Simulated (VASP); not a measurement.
# Mg9Zn7O16 (P1) in VASP: notebook, part 2 of 2

VASP 6.6.1.

**3. Single point, PBEsol**

INCAR reads:

```
SYSTEM = Mg9Zn7O16
ALGO = Normal
EDIFF = 1E-6
ENCUT = 700
GGA = PS
GGA_COMPAT = .FALSE.
ISIF = 2
ISMEAR = -1
ISYM = -1
KPAR = 1
LASPH = .TRUE.
LCHARG = .FALSE.
LREAL = Auto
LWAVE = .FALSE.
NBANDS = 351
NELM = 120
PREC = Accurate
SIGMA = 0.05
```

KPOINTS reads:

```
explicit points
1
Reciprocal
  0.25000000   0.25000000   0.25000000 1
```

POSCAR reads:

```
Mg9Zn7O16
1.0
    9.7750617392      0.0000000000      0.0000000000
    0.0000000000     11.2973634947      0.0000000000
    0.0000000000      0.0000000000     10.2888611209
Zn Mg O
21 27 48
Direct
    0.1667430000      0.0835350000      0.2493210000
    0.4974600000      0.0831470000      0.7484120000
    0.3357830000      0.3343680000      0.2484560000
    0.1667610000      0.5858810000      0.2506330000
    0.0017060000      0.8325250000      0.7497680000
    0.8299550000      0.0821990000      0.2456260000
    0.8375180000      0.0831720000      0.7462020000
    0.6679010000      0.3334220000      0.7494700000
    0.4998980000      0.5845190000      0.7508820000
    0.0016570000      0.1664200000      0.9993420000
    0.3345030000      0.1662100000      0.4971470000
    0.3301320000      0.1683960000      0.9974730000
    0.1678810000      0.4169390000      0.9990830000
    0.6650970000      0.1651700000      0.5000600000
    0.5037330000      0.4165170000      0.4997560000
    0.8333330000      0.4156180000      0.4998740000
    0.6655640000      0.6651460000      0.5004570000
    0.4991930000      0.9173030000      0.4982400000
    0.4984600000      0.9157470000      0.9989550000
    0.8342800000      0.9159900000      0.4969450000
    0.8337170000      0.9167880000      0.9970620000
    0.1652790000      0.0828600000      0.7455760000
    0.9991000000      0.3343630000      0.2460190000
    0.0011120000      0.3317220000      0.7478960000
    0.4998710000      0.0833340000      0.2450700000
    0.3330350000      0.3329720000      0.7446490000
    0.1672260000      0.5813730000      0.7469510000
    0.9997970000      0.8354030000      0.2465610000
    0.6677190000      0.3312250000      0.2471750000
    0.5003380000      0.5812170000      0.2466460000
    0.3334970000      0.8341200000      0.2484790000
    0.3342550000      0.8333740000      0.7489370000
    0.8320110000      0.5820930000      0.2487540000
    0.8315630000      0.5838750000      0.7476160000
    0.6657770000      0.8327520000      0.2473720000
    0.6671620000      0.8371660000      0.7464280000
    0.9968790000      0.1672760000      0.4944790000
    0.1662780000      0.4170860000      0.4954180000
    0.9986570000      0.6685150000      0.4986260000
    0.9997880000      0.6647450000      0.9984150000
    0.6677640000      0.1644250000      0.9941320000
    0.4989120000      0.4146620000      0.9959560000
    0.3367620000      0.6660610000      0.4989320000
    0.3323100000      0.6654420000      0.9988520000
    0.1666170000      0.9170010000      0.4983140000
    0.1671750000      0.9198120000      0.9986820000
    0.8331810000      0.4165640000      0.9968210000
    0.6669880000      0.6674650000      0.9972120000
    0.9990830000      0.1664380000      0.1926670000
    0.0009260000      0.1672760000      0.6863910000
    0.3322930000      0.1676910000      0.1904540000
    0.3324900000      0.1663660000      0.6898090000
    0.1675960000      0.4180530000      0.1931840000
    0.1662400000      0.4156210000      0.6877590000
    0.9986610000      0.6673280000      0.1918720000
    0.9997670000      0.6657930000      0.6914530000
    0.6655950000      0.1661820000      0.1864080000
    0.6667560000      0.1657890000      0.6931740000
    0.5018570000      0.4152960000      0.1883580000
    0.5012150000      0.4174340000      0.6929650000
    0.3341250000      0.6672880000      0.1918290000
    0.3334620000      0.6668000000      0.6916530000
    0.1673480000      0.9173320000      0.1910000000
    0.1677400000      0.9160590000      0.6909930000
    0.8326480000      0.4165910000      0.1889820000
    0.8345030000      0.4166460000      0.6933130000
    0.6664730000      0.6663850000      0.1896730000
    0.6657790000      0.6690790000      0.6936580000
    0.4996540000      0.9164290000      0.1916360000
    0.4994090000      0.9175410000      0.6905990000
    0.8320770000      0.9158680000      0.1899440000
    0.8358670000      0.9165440000      0.6899090000
    0.1657040000      0.0838370000      0.4426480000
    0.1661160000      0.0841110000      0.9375480000
    0.9997710000      0.3337100000      0.4385490000
    0.0006020000      0.3331760000      0.9412330000
    0.4999180000      0.0830740000      0.4376790000
    0.4978420000      0.0829990000      0.9420240000
    0.3352130000      0.3338980000      0.4423150000
    0.3323540000      0.3335030000      0.9370660000
    0.1670100000      0.5851150000      0.4446110000
    0.1664000000      0.5829660000      0.9393350000
    0.0008780000      0.8337950000      0.4385230000
    0.0016770000      0.8325460000      0.9437950000
    0.8308800000      0.0824180000      0.4391310000
    0.8357580000      0.0828340000      0.9389930000
    0.6678000000      0.3315370000      0.4400460000
    0.6668150000      0.3319600000      0.9423860000
    0.5010980000      0.5819140000      0.4390220000
    0.4997920000      0.5826900000      0.9444730000
    0.3328230000      0.8325940000      0.4412990000
    0.3314570000      0.8323490000      0.9416090000
    0.8330070000      0.5828650000      0.4421720000
    0.8328900000      0.5831580000      0.9403680000
    0.6662460000      0.8323180000      0.4410220000
    0.6662240000      0.8341720000      0.9392230000
```

Potentials or basis: VASP PAW PBE potentials, release 64 (Zn, Mg, O).

Launch:

```console
> cat potpaw_PBE.64/Zn/POTCAR potpaw_PBE.64/Mg/POTCAR potpaw_PBE.64/O/POTCAR > POTCAR
> mpirun -np 4 vasp_std > vasp.out
```

Run time: 6.7 min. Hardware: 4 MPI ranks of Intel Xeon Platinum 8488C (Sapphire Rapids), shared host; peak memory 0.63 GiB.

It converged, with:

```
Free energy            : -536.0370 eV
Pressure               : 0.1 GPa
Largest force          : 0.082 eV/Å
Band gap on the k mesh : 2.79 eV
```

Forces on the atoms (eV/Å):
```
Zn   0.000 -0.008 -0.002
Zn   0.005  0.001  0.000
Zn   0.000  0.001 -0.001
Zn  -0.003 -0.002  0.008
Zn   0.006 -0.004  0.001
Zn  -0.001  0.002 -0.004
Zn  -0.003  0.000 -0.003
Zn   0.002 -0.003  0.000
Zn  -0.003 -0.002  0.010
Zn  -0.007  0.002 -0.001
Zn  -0.006 -0.001  0.000
Zn   0.008 -0.002 -0.005
Zn  -0.003  0.001 -0.001
Zn   0.002  0.001 -0.004
Zn  -0.005  0.006 -0.002
Zn   0.005  0.008 -0.004
Zn   0.004  0.004 -0.004
Zn   0.001 -0.003 -0.010
Zn   0.002 -0.001 -0.002
Zn  -0.002  0.000 -0.002
Zn  -0.002 -0.003  0.001
Mg   0.000  0.000  0.001
Mg   0.000 -0.001  0.002
Mg   0.002  0.002 -0.001
Mg   0.000  0.001  0.002
Mg  -0.002  0.002  0.003
Mg  -0.001  0.000 -0.001
Mg   0.000 -0.003  0.001
Mg   0.000  0.002 -0.002
Mg   0.001  0.000 -0.001
Mg   0.000 -0.001  0.000
Mg  -0.001 -0.001 -0.001
Mg  -0.001  0.000 -0.002
Mg   0.001  0.000  0.002
Mg  -0.001 -0.001  0.000
Mg   0.000 -0.002  0.002
Mg   0.001  0.001  0.001
Mg  -0.001 -0.001  0.003
Mg   0.001 -0.001  0.001
Mg   0.000  0.002  0.000
Mg   0.000  0.002  0.003
Mg   0.000  0.000  0.002
Mg  -0.002  0.001  0.001
Mg   0.000  0.002  0.002
Mg   0.000 -0.001  0.000
Mg   0.000 -0.002  0.000
Mg  -0.001  0.001  0.002
Mg   0.000 -0.001  0.002
O   -0.003  0.063  0.027
O    0.057  0.037 -0.025
O    0.053 -0.029  0.025
O   -0.058  0.038  0.044
O   -0.054 -0.032  0.025
O    0.001 -0.002 -0.006
O   -0.056  0.033 -0.021
O    0.001 -0.060 -0.018
O   -0.058  0.038 -0.025
O    0.000 -0.002  0.010
O    0.061  0.029 -0.025
O   -0.054 -0.032  0.027
O    0.056  0.032 -0.022
O   -0.057  0.034 -0.020
O   -0.001 -0.066 -0.021
O    0.056  0.029 -0.021
O    0.001  0.002 -0.001
O    0.057  0.030  0.045
O    0.000  0.004  0.002
O    0.054  0.034  0.043
O    0.002 -0.004  0.067
O    0.001 -0.066  0.042
O   -0.002 -0.069  0.043
O   -0.052 -0.035  0.022
O   -0.056 -0.027  0.040
O   -0.001 -0.065 -0.042
O    0.053 -0.031 -0.024
O   -0.054  0.030 -0.043
O    0.000  0.002 -0.063
O    0.050  0.034  0.020
O   -0.051  0.028  0.020
O    0.055  0.031 -0.042
O    0.002  0.004  0.061
O   -0.001  0.064 -0.023
O    0.058 -0.033 -0.022
O    0.058 -0.035  0.041
O    0.053  0.033  0.019
O   -0.054  0.035  0.022
O    0.004 -0.003 -0.063
O    0.000 -0.002  0.061
O   -0.054  0.031 -0.045
O    0.000  0.000  0.060
O   -0.056 -0.035 -0.021
O   -0.057 -0.034 -0.022
O    0.055  0.032 -0.043
O    0.001  0.004 -0.006
O   -0.002 -0.004 -0.060
O   -0.003 -0.062 -0.042
```

Levels at points of the mesh, in eV from the valence-band top:
```
           k point  band 294  band 295  band 296  band 297  band 298  band 299  band 300  band 301
(0.25, 0.25, 0.25)     -0.16     -0.11     -0.02      0.00      2.79      3.83      3.98      4.25
```

Caveat: the PAW data sets were made with another functional, which shifts forces and pressure a little; a shifted mesh leaves out Γ, where band edges can lie. A k mesh can miss the band edges.
